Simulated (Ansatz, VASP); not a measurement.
Two plane-wave programs on LiNbO3

File INCAR:

```
SYSTEM = LiNbO3
ALGO = Normal ; EDIFF = 1E-6
ENCUT = 750 ; GGA = PE
GGA_COMPAT = .FALSE. ; ISIF = 2
ISMEAR = 0 ; LASPH = .TRUE.
LCHARG = .FALSE. ; LREAL = .FALSE.
LWAVE = .FALSE. ; NBANDS = 45
NELM = 120 ; PREC = Accurate
SIGMA = 0.02
```

KPOINTS

```
k-points
0
G
  6 6 6
  0 0 0
```

File POSCAR:

```
LiNbO3
1.0
    2.5758000000      1.4871388234      4.6230000000
   -2.5758000000      1.4871388234      4.6230000000
    0.0000000000     -2.9742776468      4.6230000000
Li Nb O
2 2 6
Direct
    0.2815000000      0.2815000000      0.2815000000
    0.7815000000      0.7815000000      0.7815000000
    0.0000550000      0.0000550000      0.0000550000
    0.5000550000      0.5000550000      0.5000550000
    0.1123100000      0.3583600000      0.7195900000
    0.7195900000      0.1123100000      0.3583600000
    0.3583600000      0.7195900000      0.1123100000
    0.2195900000      0.8583600000      0.6123100000
    0.8583600000      0.6123100000      0.2195900000
    0.6123100000      0.2195900000      0.8583600000
```

Input for Ansatz:

```yaml
crystal:
  lattice:
    - [2.5758, 1.4871388234, 4.623]
    - [-2.5758, 1.4871388234, 4.623]
    - [0.0, -2.9742776468, 4.623]
  atoms:
    - { symbol: Li, position: [0.2815, 0.2815, 0.2815] }
    - { symbol: Li, position: [0.7815, 0.7815, 0.7815] }
    - { symbol: Nb, position: [5.5e-05, 5.5e-05, 5.5e-05] }
    - { symbol: Nb, position: [0.500055, 0.500055, 0.500055] }
    - { symbol: O, position: [0.11231, 0.35836, 0.71959] }
    - { symbol: O, position: [0.71959, 0.11231, 0.35836] }
    - { symbol: O, position: [0.35836, 0.71959, 0.11231] }
    - { symbol: O, position: [0.21959, 0.85836, 0.61231] }
    - { symbol: O, position: [0.85836, 0.61231, 0.21959] }
    - { symbol: O, position: [0.61231, 0.21959, 0.85836] }
basis:
  ecutwfc: 520
kpoints:
  mp_grid: { grid: [6, 6, 6] }
hamiltonian:
  xc: pbe
  pseudopotentials: { kind: paw }
scf:
  occupations: { method: gaussian, width: 0.02 }
output:
  forces: true
  stress: true
  eigenvalues: true
```

Alike in both runs: task single point; functional PBE; k mesh 6 × 6 × 6; occupations gaussian, width 0.02 eV; no spin polarisation.

|  | VASP | Ansatz |
| --- | --- | --- |
| version | VASP 6.6.1 | Ansatz 0.2.0 |
| potentials or method | VASP PAW PBE potentials, release 64 (Li_sv, Nb_sv, O), cutoff 750 eV | scalar-relativistic, plane waves, PAW |
| valence electrons in the cell | 68 | 68 |

VASP gave:

- gap on the k mesh at the Fermi level (eV): 3.60
- least direct gap on the mesh (eV): 3.61
- pressure (GPa): 4.1
- traceless stress, the component that is largest in VASP (GPa): -0.13
- rms of the force components (eV/Å): 0.092

Problem. Estimate Ansatz's values.

Solution. gap on the k mesh at the Fermi level (eV): 3.61; least direct gap on the mesh (eV): 3.62; pressure (GPa): 4.6; traceless stress, the component that is largest in VASP (GPa): -0.15; rms of the force components (eV/Å): 0.094.

Atom by atom the forces differ by 0.008 eV/Å (rms over components).
